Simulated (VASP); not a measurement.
# Cd (P6_3/mmc) in VASP: further runs

Cd is run at these levels: PBEsol; tasks: electric field gradients.

Everything below comes from runs of VASP 6.6.1. Logs are shortened: lines on timing, memory, paths and dates and some standing lists are left out, and cuts for length are marked.

## 1. The cell of the first run

The structure is hexagonal, space group P6_3/mmc (No. 194). Conventional cell: a = 2.999 Å, b = 2.999 Å, c = 5.655 Å, α = 90.00°, β = 90.00°, γ = 120.00°. Cd (site symmetry -6m2) has 12 Cd at 3.00 to 3.32 Å within 3.9 Å.

## 2. Electric field gradients, PBEsol (volume scaled by 1.02)

The input, INCAR:

```
ALGO     = Normal         # electronic algorithm
EDIFF    = 1E-8           # SCF threshold, eV
ENCUT    = 520            # plane-wave cutoff, eV
GGA      = PS             # functional
ISIF     = 2              # what is computed and relaxed
ISMEAR   = -1             # smearing method
LASPH    = True           # aspherical terms in the spheres
LCHARG   = False          # write CHGCAR
LEFG     = True         
LREAL    = False          # projectors in reciprocal space
LWAVE    = False          # write WAVECAR
NBANDS   = 19             # bands
NELM     = 60             # most SCF steps
PREC     = Accurate       # precision mode
SIGMA    = 0.05           # smearing width, eV
```

The input, KPOINTS:

```
k-points
0
Gamma
  14 14 7
```

The input, POSCAR:

```
Cd
1.0
    2.9986007155      0.0000000000      0.0000000000
   -1.4993003577      2.5968643954      0.0000000000
    0.0000000000      0.0000000000      5.6548540644
Cd
2
Direct
    0.3333333333      0.6666666667      0.2500000000
    0.6666666667      0.3333333333      0.7500000000
```

Potentials or basis: VASP PAW PBE potentials, release 64 (Cd).

The run is started by

```sh
> cat potpaw_PBE.64/Cd/POTCAR > POTCAR
> mpirun -np 1 vasp_std > vasp.out
```

OUTCAR:

```text
EDIFF = 1E-8
   ENCUT = 520
   GGA = PS
   ISIF = 2
   ISMEAR = -1
   LASPH = True
   LREAL = False
   NELM = 60
   PREC = Accurate

 ion  position               nearest neighbor table
   1  0.333  0.667  0.250-   2 3.32   2 3.32   2 3.32   2 3.32   2 3.32   2 3.32
   2  0.667  0.333  0.750-   1 3.32   1 3.32   1 3.32   1 3.32   1 3.32   1 3.32

  LATTYP: Found a hexagonal cell.
 ALAT       =     2.9986007155
 C/A-ratio  =     1.8858309595

  Lattice vectors:

 A1 = (   2.9986007155,   0.0000000000,   0.0000000000)
 A2 = (  -1.4993003577,   2.5968643954,   0.0000000000)
 A3 = (   0.0000000000,   0.0000000000,   5.6548540644)

Analysis of symmetry for initial positions (statically):
=====================================================================
 Subroutine PRICEL returns:
 Original cell was already a primitive cell.

 Routine SETGRP: Setting up the symmetry group for a
 hexagonal supercell.

 Subroutine GETGRP returns: Found 24 space group operations
 (whereof 12 operations were pure point group operations)
 out of a pool of 24 trial point group operations.

The static configuration has the point symmetry D_3d.
 The point group associated with its full space group is D_6h.

Analysis of symmetry for dynamics (positions and initial velocities):
=====================================================================
 Subroutine PRICEL returns:
 Original cell was already a primitive cell.

 Routine SETGRP: Setting up the symmetry group for a
 hexagonal supercell.

 Subroutine GETGRP returns: Found 24 space group operations
 (whereof 12 operations were pure point group operations)
 out of a pool of 24 trial point group operations.

The dynamic configuration has the point symmetry D_3d.
 The point group associated with its full space group is D_6h.

 Subroutine INISYM returns: Found 24 space group operations
 (whereof 12 operations are pure point group operations),
 and found     1 'primitive' translations

----------------------------------------------------------------------------------------

                                     Primitive cell

  volume of cell :      44.0341

  direct lattice vectors                    reciprocal lattice vectors
     2.998600715  0.000000000  0.000000000     0.333488882  0.192539896  0.000000000
    -1.499300358  2.596864395  0.000000000     0.000000000  0.385079792  0.000000000
     0.000000000  0.000000000  5.654854064     0.000000000  0.000000000  0.176839223

  length of vectors
     2.998600715  2.998600715  5.654854064     0.385079792  0.385079792  0.176839223

  position of ions in fractional coordinates (direct lattice)
     0.333333333  0.666666667  0.250000000
     0.666666667  0.333333333  0.750000000

  ion indices of the primitive-cell ions
   primitive index   ion index
                 1           1
                 2           2

----------------------------------------------------------------------------------------

 KPOINTS: k-points

Automatic generation of k-mesh.
 Grid dimensions read from file:
 generate k-points for:   14   14    7

 Generating k-lattice:

  Cartesian coordinates                     Fractional coordinates (reciprocal lattice)
     0.023820634  0.013752850  0.000000000     0.071428571 -0.000000000  0.000000000
     0.000000000  0.027505699  0.000000000     0.000000000  0.071428571  0.000000000
     0.000000000  0.000000000  0.025262746     0.000000000  0.000000000  0.142857143

  Length of vectors
     0.027505699  0.027505699  0.025262746

  Shift w.r.t. Gamma in fractional coordinates (k-lattice)
     0.000000000  0.000000000  0.000000000

 Subroutine IBZKPT returns following result:
 ===========================================

 Found     96 irreducible k-points:

 Following reciprocal coordinates:
            Coordinates               Weight
  0.000000  0.000000  0.000000      1.000000
  0.071429 -0.000000  0.000000      6.000000
  0.142857 -0.000000  0.000000      6.000000
  0.214286 -0.000000  0.000000      6.000000
  0.285714 -0.000000  0.000000      6.000000
  0.357143 -0.000000  0.000000      6.000000
[... 16 lines left out ...]
  0.285714  0.285714  0.000000      6.000000
  0.357143  0.285714  0.000000      6.000000
 [... further k-points ...]
   k-points           NKPTS =     96   k-points in BZ     NKDIM =     96   number of bands    NBANDS=     19
   number of dos      NEDOS =    301   number of ions     NIONS =      2
   total plane-waves  NPLWV =  24192
   dimension x,y,z NGX =    24 NGY =   24 NGZ =   42
   dimension x,y,z NGXF=    48 NGYF=   48 NGZF=   84
   ions per type =               2
   NGX,Y,Z   is equivalent  to a cutoff of  13.31, 13.31, 12.35 a.u.
   NGXF,Y,Z  is equivalent  to a cutoff of  26.61, 26.61, 24.69 a.u.
 SYSTEM =  unknown system
   PREC   = accura    normal or accurate (medium, high low for compatibility)
   ISTART =      0    job   : 0-new  1-cont  2-samecut
   ICHARG =      2    charge: 1-file 2-atom 10-const
   ISPIN  =      1    spin polarized calculation?
   LNONCOLLINEAR =      F non collinear calculations
   LSORBIT =      F    spin-orbit coupling
   LASPH  =      T    aspherical Exc in radial PAW
   ENCUT  =  520.0 eV  38.22 Ry    6.18 a.u.   5.58  5.58 10.51*2*pi/ulx,y,z
   NELM   =     60;   NELMIN=  2; NELMDL= -5     # of ELM steps
   EDIFF  = 0.1E-07   stopping-criterion for ELM
   LREAL  =      F    real-space projection
   EDIFFG = 0.1E-06   stopping-criterion for IOM
   NSW    =      0    number of steps for IOM
   IBRION =     -1    ionic relax: 0-MD 1-quasi-New 2-CG
   NFREE  =      0    steps in history (QN), initial steepest desc. (CG)
   ISIF   =      2    stress and relaxation
   ISYM   =      2    0-nonsym 1-usesym 2-fastsym
   POTIM  = 0.5000    time-step for ionic-motion
   TEBEG  =    0.0;   TEEND  =   0.0 temperature during run
   PSTRESS=    0.0 pullay stress
   NELECT =      24.0000    total number of electrons
   NUPDOWN=      -1.0000    fix difference up-down
   EMIN   =  10.00;   EMAX   =-10.00  energy-range for DOS
   EFERMI =   0.00;   METHOD = LEGACY
   ISMEAR =    -1;   SIGMA  =   0.05  broadening in eV -4-tet -1-fermi 0-gaus
   EFERMI_NEDOS =   21; number of points for ismear=-14 and -15
   IALGO  =     38    algorithm
   IMIX   =      4    mixing-type and parameters
     AMIX     =   0.40;   BMIX     =  1.00
     AMIX_MAG =   1.60;   BMIX_MAG =  1.00
  volume/ion in A,a.u.               =      22.02       148.58
  Fermi-wavevector in a.u.,A,eV,Ry     =   1.337259  2.527053 24.330770  1.788261
  Thomas-Fermi vector in A             =   2.465821
   LORBIT       =      0    0 simple, 1 ext, 2 COOP (PROOUT), +10 PAW based schemes
   GGA     = PS    functional components
   LHFCALC =     F    Hartree Fock is set to
   AEXX    =    0.0000 exact exchange contribution
   IVDW    =     0    specifies the selected vdW correction
   LEPSILON=     F    determine dielectric tensor
   LRPA    =     F    only Hartree local field effects (RPA)
 non-spin polarized calculation
  energy-cutoff  :      520.00
  volume of cell :       44.03
 maximum number of plane-waves:      1215
 NGX is ok and might be reduce to    24
   NGX = 11   NGY = 11   NGZ = 21

 number of electron      23.9999989 magnetization

 Free energy of the ion-electron system (eV)
  ---------------------------------------------------
  ext. energy  EPLUGINS =         0.00000000
  ---------------------------------------------------
  free energy    TOTEN  =        -2.38021788 eV

  energy without entropy =       -2.37395826  energy(sigma->0) =       -2.37708807

 E-fermi :   2.6674     XC(G=0): -11.1049

 val. band max:        2.6258874019   @ k =   0.3571   0.0714   0.0000
 cond. band min:       2.6752186835   @ k =   0.3571   0.1429   0.1429
 fundamental gap:      0.0493312816
 Fermi energy:         2.6674447548

 k-point     1 :       0.0000    0.0000    0.0000
  band No.  band energies     occupation
      1      -7.1041      2.00000
      2      -6.8461      2.00000
      3      -6.4896      2.00000
      4      -6.4896      2.00000
      5      -6.4402      2.00000
      6      -6.4402      2.00000
[... 11 lines left out ...]
     18      17.3211      0.00000
     19      18.2616      0.00000
[... 485 lines left out ...]
 k-point    24 :       0.3571    0.2857    0.0000
  band No.  band energies     occupation
      1      -6.7715      2.00000
      2      -6.5836      2.00000
      3      -6.4623      2.00000
      4      -6.4199      2.00000
      5      -6.3998      2.00000
      6      -6.2703      2.00000
[... 11 lines left out ...]
     18       8.4959      0.00000
     19      10.5738      0.00000

 [... further k-points ...]

------------------------ aborting loop because EDIFF is reached ----------------------------------------

  FORCE on cell =-STRESS in cart. coord.  units (eV):
  Direction    XX          YY          ZZ          XY          YZ          ZX
  --------------------------------------------------------------------------------------
  -------------------------------------------------------------------------------------
  Total       -0.5808206     -0.5808206     -0.5802477     -0.0000000      0.0000000      0.0000000
  in kB      -21.1331046    -21.1331046    -21.1122583     -0.0000000      0.0000000      0.0000000
  external PRESSURE =     -21.1261558 kB  Pullay stress =       0.0000000 kB

 VOLUME and BASIS-vectors are now :
 -----------------------------------------------------------------------------
  energy-cutoff  :      520.00
  volume of cell :       44.03
      direct lattice vectors                 reciprocal lattice vectors
     2.998600715  0.000000000  0.000000000     0.333488882  0.192539896  0.000000000
    -1.499300358  2.596864395  0.000000000     0.000000000  0.385079792  0.000000000
     0.000000000  0.000000000  5.654854064     0.000000000  0.000000000  0.176839223

 POSITION                                       TOTAL-FORCE (eV/Angst)
 -----------------------------------------------------------------------------------
     -0.00000      1.73124      1.41371         0.000000      0.000000      0.000000
      1.49930      0.86562      4.24114        -0.000000     -0.000000      0.000000
 -----------------------------------------------------------------------------------
    total drift:                                0.000000     -0.000000      0.000000

  FREE ENERGIE OF THE ION-ELECTRON SYSTEM (eV)
  ---------------------------------------------------
  free  energy   TOTEN  =        -2.3802178792 eV

  energy  without entropy=       -2.3739582551  energy(sigma->0) =       -2.37708807

 Electric field gradients (V/A^2)
---------------------------------------------------------------------
 ion       V_xx      V_yy      V_zz      V_xy      V_xz      V_yz
---------------------------------------------------------------------
   1     -39.373   -39.372    78.744     0.001     0.000    -0.000
   2     -39.373   -39.372    78.744     0.001    -0.000     0.000
---------------------------------------------------------------------

 Electric field gradients after diagonalization (V/A^2)
 (convention: |V_zz| > |V_xx| > |V_yy|)
----------------------------------------------------------------------
 ion       V_xx      V_yy      V_zz     asymmetry (V_yy - V_xx)/ V_zz
----------------------------------------------------------------------
   1     -39.373   -39.371    78.744       0.000
   2     -39.373   -39.371    78.744       0.000
----------------------------------------------------------------------

           NMR quadrupolar parameters

 Cq : quadrupolar parameter    Cq=e*Q*V_zz/h
 eta: asymmetry parameters     (V_yy - V_xx)/ V_zz
 Q  : nuclear electric quadrupole moment in mb (millibarn)
----------------------------------------------------------------------
 ion       Cq(MHz)       eta       Q (mb)
----------------------------------------------------------------------
   1       0.190       0.000       1.000
   2       0.190       0.000       1.000
----------------------------------------------------------------------
```

Wall time 30 s (1 thread of Intel Xeon Platinum 8488C (Sapphire Rapids), shared host); peak memory 0.2 GiB.

Results:

```yaml
Free_energy: -2.3802 eV
Pressure: -2.1 GPa
Band_gap_on_the_k_mesh: zero (band 12 reaches 3.93 eV, above the bottom of band 13 at -0.33 eV)
```

Electric field gradients, principal values (V/Å²):
| atom | least | middle | greatest (by size) |
| --- | --- | --- | --- |
| 1 Cd | -39.371 | -39.373 | 78.744 |
| 2 Cd | -39.371 | -39.373 | 78.744 |

Caveat: without QUAD_EFG the Cq values of the log hold for a quadrupole moment of 1 mb, not for the nuclei; the PAW data sets were made with another functional, which shifts forces and pressure a little.

(Continued in part 2 of 2.)
